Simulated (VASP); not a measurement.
# BiMo (F-43m) in VASP: further runs

The runs below take BiMo through single point, with PBEsol.

All numbers are computed with VASP 6.6.1; they aren't measurements. Logs are shortened: lines on timing, memory, paths and dates and some standing lists are left out, and cuts for length are marked.

### 1 The cell of the first run

The structure is cubic, space group F-43m (No. 216). Conventional cell: a = 6.178 Å, b = 6.178 Å, c = 6.178 Å, α = 90.00°, β = 90.00°, γ = 90.00°. Mo (site symmetry -43m) has 4 Bi at 2.68 Å within 3.5 Å. Bi (site symmetry -43m) has 4 Mo at 2.68 Å within 3.5 Å.

### 2 Single point, PBEsol (29.48 Å³/atom)

Contents of INCAR:

```
SYSTEM = BiMo
PREC = Accurate
ENCUT = 520
EDIFF = 1E-6
ISMEAR = 0
SIGMA = 0.05
LREAL = .False.
LASPH = .True.
NELM = 80
ALGO = Normal
ISIF = 2
LWAVE = .False.
LCHARG = .False.
GGA = PS
NBANDS = 22
```

Contents of KPOINTS:

```
Automatic mesh
0
Gamma
  10 10 10
  0 0 0
```

Contents of POSCAR:

```
BiMo
1.0
    0.0000000000      3.0891357573      3.0891357573
    3.0891357573      0.0000000000      3.0891357573
    3.0891357573      3.0891357573      0.0000000000
Mo Bi
1 1
Direct
    0.0000000000      0.0000000000      0.0000000000
    0.2500000000      0.2500000000      0.2500000000
```

Potentials or basis: VASP PAW PBE potentials, release 64 (Mo_sv, Bi_d).

On the command line:

```bash
$ cat potpaw_PBE.64/Mo_sv/POTCAR potpaw_PBE.64/Bi_d/POTCAR > POTCAR
$ mpirun -np 1 vasp_std > vasp.out
```

OUTCAR:

```text
SYSTEM = BiMo
   PREC = Accurate
   ENCUT = 520
   EDIFF = 1E-6
   ISMEAR = 0
   LREAL = .False.
   LASPH = .True.
   NELM = 80
   ISIF = 2
   GGA = PS

 ion  position               nearest neighbor table
   1  0.000  0.000  0.000-   2 2.68   2 2.68   2 2.68   2 2.68
   2  0.250  0.250  0.250-   1 2.68   1 2.68   1 2.68   1 2.68

  LATTYP: Found a face centered cubic cell.
 ALAT       =     6.1782715146

  Lattice vectors:

 A1 = (   0.0000000000,   3.0891357573,   3.0891357573)
 A2 = (   3.0891357573,   0.0000000000,   3.0891357573)
 A3 = (   3.0891357573,   3.0891357573,   0.0000000000)

Analysis of symmetry for initial positions (statically):
=====================================================================
 Subroutine PRICEL returns:
 Original cell was already a primitive cell.

 Routine SETGRP: Setting up the symmetry group for a
 face centered cubic supercell.

 Subroutine GETGRP returns: Found 24 space group operations
 (whereof 24 operations were pure point group operations)
 out of a pool of 48 trial point group operations.

The static configuration has the point symmetry T_d .

Analysis of symmetry for dynamics (positions and initial velocities):
=====================================================================
 Subroutine PRICEL returns:
 Original cell was already a primitive cell.

 Routine SETGRP: Setting up the symmetry group for a
 face centered cubic supercell.

 Subroutine GETGRP returns: Found 24 space group operations
 (whereof 24 operations were pure point group operations)
 out of a pool of 48 trial point group operations.

The dynamic configuration has the point symmetry T_d .

 Subroutine INISYM returns: Found 24 space group operations
 (whereof 24 operations are pure point group operations),
 and found     1 'primitive' translations

----------------------------------------------------------------------------------------

                                     Primitive cell

  volume of cell :      58.9578

  direct lattice vectors                    reciprocal lattice vectors
     0.000000000  3.089135757  3.089135757    -0.161857568  0.161857568  0.161857568
     3.089135757  0.000000000  3.089135757     0.161857568 -0.161857568  0.161857568
     3.089135757  3.089135757  0.000000000     0.161857568  0.161857568 -0.161857568

  length of vectors
     4.368697684  4.368697684  4.368697684     0.280345531  0.280345531  0.280345531

  position of ions in fractional coordinates (direct lattice)
     0.000000000  0.000000000  0.000000000
     0.250000000  0.250000000  0.250000000

  ion indices of the primitive-cell ions
   primitive index   ion index
                 1           1
                 2           2

----------------------------------------------------------------------------------------

 KPOINTS: Automatic mesh

Automatic generation of k-mesh.
 Grid dimensions read from file:
 generate k-points for:   10   10   10

 Generating k-lattice:

  Cartesian coordinates                     Fractional coordinates (reciprocal lattice)
    -0.016185757  0.016185757  0.016185757     0.100000000  0.000000000  0.000000000
     0.016185757 -0.016185757  0.016185757     0.000000000  0.100000000  0.000000000
     0.016185757  0.016185757 -0.016185757     0.000000000  0.000000000  0.100000000

  Length of vectors
     0.028034553  0.028034553  0.028034553

  Shift w.r.t. Gamma in fractional coordinates (k-lattice)
     0.000000000  0.000000000  0.000000000

 Subroutine IBZKPT returns following result:
 ===========================================

 Found     47 irreducible k-points:

 Following reciprocal coordinates:
            Coordinates               Weight
  0.000000  0.000000  0.000000      1.000000
  0.100000  0.000000  0.000000      8.000000
  0.200000  0.000000  0.000000      8.000000
  0.300000  0.000000  0.000000      8.000000
  0.400000  0.000000  0.000000      8.000000
  0.500000  0.000000  0.000000      4.000000
[... 16 lines left out ...]
  0.300000  0.300000  0.000000      6.000000
  0.400000  0.300000  0.000000     24.000000
 [... further k-points ...]
   k-points           NKPTS =     47   k-points in BZ     NKDIM =     47   number of bands    NBANDS=     22
   number of dos      NEDOS =    301   number of ions     NIONS =      2
   total plane-waves  NPLWV =  32768
   dimension x,y,z NGX =    32 NGY =   32 NGZ =   32
   dimension x,y,z NGXF=    64 NGYF=   64 NGZF=   64
   ions per type =               1   1
   NGX,Y,Z   is equivalent  to a cutoff of  12.18, 12.18, 12.18 a.u.
   NGXF,Y,Z  is equivalent  to a cutoff of  24.35, 24.35, 24.35 a.u.
 SYSTEM =  BiMo
   PREC   = accura    normal or accurate (medium, high low for compatibility)
   ISTART =      0    job   : 0-new  1-cont  2-samecut
   ICHARG =      2    charge: 1-file 2-atom 10-const
   ISPIN  =      1    spin polarized calculation?
   LNONCOLLINEAR =      F non collinear calculations
   LSORBIT =      F    spin-orbit coupling
   LASPH  =      T    aspherical Exc in radial PAW
   ENCUT  =  520.0 eV  38.22 Ry    6.18 a.u.   8.12  8.12  8.12*2*pi/ulx,y,z
   NELM   =     80;   NELMIN=  2; NELMDL= -5     # of ELM steps
   EDIFF  = 0.1E-05   stopping-criterion for ELM
   LREAL  =      F    real-space projection
   EDIFFG = 0.1E-04   stopping-criterion for IOM
   NSW    =      0    number of steps for IOM
   IBRION =     -1    ionic relax: 0-MD 1-quasi-New 2-CG
   NFREE  =      0    steps in history (QN), initial steepest desc. (CG)
   ISIF   =      2    stress and relaxation
   ISYM   =      2    0-nonsym 1-usesym 2-fastsym
   POTIM  = 0.5000    time-step for ionic-motion
   TEBEG  =    0.0;   TEEND  =   0.0 temperature during run
   PSTRESS=    0.0 pullay stress
   NELECT =      29.0000    total number of electrons
   NUPDOWN=      -1.0000    fix difference up-down
   EMIN   =  10.00;   EMAX   =-10.00  energy-range for DOS
   EFERMI =   0.00;   METHOD = LEGACY
   ISMEAR =     0;   SIGMA  =   0.05  broadening in eV -4-tet -1-fermi 0-gaus
   EFERMI_NEDOS =   21; number of points for ismear=-14 and -15
   IALGO  =     38    algorithm
   IMIX   =      4    mixing-type and parameters
     AMIX     =   0.40;   BMIX     =  1.00
     AMIX_MAG =   1.60;   BMIX_MAG =  1.00
  volume/ion in A,a.u.               =      29.48       198.93
  Fermi-wavevector in a.u.,A,eV,Ry     =   1.292292  2.442077 22.721967  1.670017
  Thomas-Fermi vector in A             =   2.424009
   LORBIT       =      0    0 simple, 1 ext, 2 COOP (PROOUT), +10 PAW based schemes
   GGA     = PS    functional components
   LHFCALC =     F    Hartree Fock is set to
   AEXX    =    0.0000 exact exchange contribution
   IVDW    =     0    specifies the selected vdW correction
   LEPSILON=     F    determine dielectric tensor
   LRPA    =     F    only Hartree local field effects (RPA)
 non-spin polarized calculation
 Gauss-broadening in eV      SIGMA  =   0.05
  energy-cutoff  :      520.00
  volume of cell :       58.96
 maximum number of plane-waves:      1604
   NGX = 17   NGY = 17   NGZ = 17

 number of electron      29.0000004 magnetization

 Free energy of the ion-electron system (eV)
  ---------------------------------------------------
  ext. energy  EPLUGINS =         0.00000000
  ---------------------------------------------------
  free energy    TOTEN  =       -12.46713982 eV

  energy without entropy =      -12.45080790  energy(sigma->0) =      -12.45897386

 E-fermi :   6.0583     XC(G=0): -10.0882

 val. band max:        6.0573637930   @ k =  -0.3000   0.4000   0.2000
 cond. band min:       6.0587154186   @ k =   0.4000   0.1000   0.0000
 fundamental gap:      0.0013516256
 Fermi energy:         6.0583240493

 k-point     1 :       0.0000    0.0000    0.0000
  band No.  band energies     occupation
      1     -54.4285      2.00000
      2     -28.6112      2.00000
      3     -28.6112      2.00000
      4     -28.6112      2.00000
      5     -16.0965      2.00000
      6     -16.0965      2.00000
[... 14 lines left out ...]
     21      13.2868      0.00000
     22      13.2868      0.00000

 k-point     2 :       0.1000    0.0000    0.0000
  band No.  band energies     occupation
      1     -54.4284      2.00000
      2     -28.6120      2.00000
      3     -28.6112      2.00000
      4     -28.6112      2.00000
      5     -16.0995      2.00000
      6     -16.0976      2.00000
[... 14 lines left out ...]
     21      13.5277      0.00000
     22      13.5277      0.00000

 k-point     3 :       0.2000    0.0000    0.0000
  band No.  band energies     occupation
      1     -54.4283      2.00000
      2     -28.6142      2.00000
      3     -28.6111      2.00000
      4     -28.6111      2.00000
      5     -16.1075      2.00000
      6     -16.0998      2.00000
[... 14 lines left out ...]
     21      13.9906      0.00000
     22      13.9906      0.00000

 k-point     4 :       0.3000    0.0000    0.0000
  band No.  band energies     occupation
      1     -54.4281      2.00000
      2     -28.6168      2.00000
      3     -28.6111      2.00000
      4     -28.6111      2.00000
      5     -16.1174      2.00000
      6     -16.1015      2.00000
[... 14 lines left out ...]
     21      14.3661      0.00000
     22      14.3661      0.00000

 k-point     5 :       0.4000    0.0000    0.0000
  band No.  band energies     occupation
      1     -54.4280      2.00000
      2     -28.6190      2.00000
      3     -28.6111      2.00000
      4     -28.6111      2.00000
      5     -16.1255      2.00000
      6     -16.1021      2.00000
[... 417 lines left out ...]
 k-point    22 :      -0.2000    0.2000    0.0000
  band No.  band energies     occupation
      1     -54.4280      2.00000
      2     -28.6165      2.00000
      3     -28.6124      2.00000
      4     -28.6110      2.00000
      5     -16.1165      2.00000
      6     -16.1053      2.00000
[... 14 lines left out ...]
     21      14.6407      0.00000
     22      14.7918      0.00000

 k-point    23 :       0.3000    0.3000    0.0000
  band No.  band energies     occupation
      1     -54.4280      2.00000
      2     -28.6182      2.00000
      3     -28.6113      2.00000
      4     -28.6113      2.00000
      5     -16.1253      2.00000
      6     -16.1020      2.00000
[... 14 lines left out ...]
     21      16.0186      0.00000
     22      16.1787      0.00000

 k-point    24 :       0.4000    0.3000    0.0000
  band No.  band energies     occupation
      1     -54.4279      2.00000
      2     -28.6194      2.00000
      3     -28.6117      2.00000
      4     -28.6114      2.00000
      5     -16.1293      2.00000
      6     -16.1053      2.00000
[... 14 lines left out ...]
     21      15.8490      0.00000
     22      16.5952      0.00000

 [... further k-points ...]

------------------------ aborting loop because EDIFF is reached ----------------------------------------

  FORCE on cell =-STRESS in cart. coord.  units (eV):
  Direction    XX          YY          ZZ          XY          YZ          ZX
  --------------------------------------------------------------------------------------
  -------------------------------------------------------------------------------------
  Total        0.6049303      0.6049303      0.6049303      0.0000000     -0.0000000      0.0000000
  in kB       16.4389830     16.4389830     16.4389830      0.0000000     -0.0000000      0.0000000
  external PRESSURE =      16.4389830 kB  Pullay stress =       0.0000000 kB

 VOLUME and BASIS-vectors are now :
 -----------------------------------------------------------------------------
  energy-cutoff  :      520.00
  volume of cell :       58.96
      direct lattice vectors                 reciprocal lattice vectors
     0.000000000  3.089135757  3.089135757    -0.161857568  0.161857568  0.161857568
     3.089135757  0.000000000  3.089135757     0.161857568 -0.161857568  0.161857568
     3.089135757  3.089135757  0.000000000     0.161857568  0.161857568 -0.161857568

 POSITION                                       TOTAL-FORCE (eV/Angst)
 -----------------------------------------------------------------------------------
      0.00000      0.00000      0.00000        -0.000000     -0.000000     -0.000000
      1.54457      1.54457      1.54457         0.000000      0.000000      0.000000
 -----------------------------------------------------------------------------------
    total drift:                                0.000000      0.000000      0.000000

  FREE ENERGIE OF THE ION-ELECTRON SYSTEM (eV)
  ---------------------------------------------------
  free  energy   TOTEN  =       -12.4671398175 eV

  energy  without entropy=      -12.4508079019  energy(sigma->0) =      -12.45897386
```

Run time: 16 s. Hardware: 1 thread of Intel Xeon 6975P-C (Granite Rapids), shared host; peak memory 0.21 GiB.

What came out:

```
Free energy            : -12.4671 eV
Pressure               : 1.6 GPa
Band gap on the k mesh : zero (an odd number of electrons rules out a gap without spin polarisation)
```

Caveat: the PAW data sets were made with another functional, which shifts forces and pressure a little; spin-orbit coupling is left out, which moves the levels of the heavy elements.

(Part 1 of 2 ends here.)
